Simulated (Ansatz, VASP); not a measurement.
**Te: VASP beside Ansatz**

Contents of INCAR:

```
SYSTEM = Te
PREC = Accurate
ENCUT = 520
EDIFF = 1E-6
ISMEAR = 0
SIGMA = 0.15
LREAL = .FALSE.
LASPH = .TRUE.
NELM = 100
ALGO = Normal
ISIF = 2
LWAVE = .FALSE.
LCHARG = .FALSE.
GGA = PE
NBANDS = 9
```

KPOINTS

```
regular mesh
0
G
  15 15 15
  0 0 0
```

File POSCAR:

```
Te
1.0
    2.2941920343      1.3245523886      1.6981609438
   -2.2941920343      1.3245523886      1.6981609438
    0.0000000000     -2.6491047771      1.6981609438
Te
1
Direct
    0.5000000000      0.5000000000      0.5000000000
```

Input for Ansatz:

```yaml
crystal:
  lattice:
    - [2.2941920343, 1.3245523886, 1.6981609438]
    - [-2.2941920343, 1.3245523886, 1.6981609438]
    - [0.0, -2.6491047771, 1.6981609438]
  atoms:
    - { symbol: Te, position: [0.5, 0.5, 0.5] }
basis:
  ecutwfc: 420
kpoints:
  mp_grid: { grid: [15, 15, 15] }
hamiltonian:
  xc: pbe
scf:
  occupations: { method: gaussian, width: 0.15 }
output:
  forces: true
  stress: true
  eigenvalues: true
```

Alike in both runs: task single point; functional PBE; k mesh 15 × 15 × 15; occupations gaussian, width 0.15 eV; no spin polarisation.

```csv
,VASP,Ansatz
version,VASP 6.6.1,Ansatz 0.2.0
potentials or method,"VASP PAW PBE potentials, release 64 (Te), cutoff 520 eV","scalar-relativistic, plane waves, PAW"
valence electrons in the cell,6,16
```

|  | VASP | Ansatz | Ansatz less VASP |
| --- | --- | --- | --- |
| gap on the k mesh at the Fermi level (eV) | none | none | - |
| pressure (GPa) | 2.8 | 2.8 | +0.04 |
| traceless stress, the component that is largest in VASP (GPa) | 0.06 | 0.06 | +0.004 |

A gap of «none» marks a metal or a gap that the smearing closes. With one functional, cell and mesh, what is left measures potentials, basis and numerics. VASP's potentials hold 6 valence electrons a cell and Ansatz's 16, so a difference there can come from the potentials and not from the codes.

Neither program's run includes spin-orbit coupling.
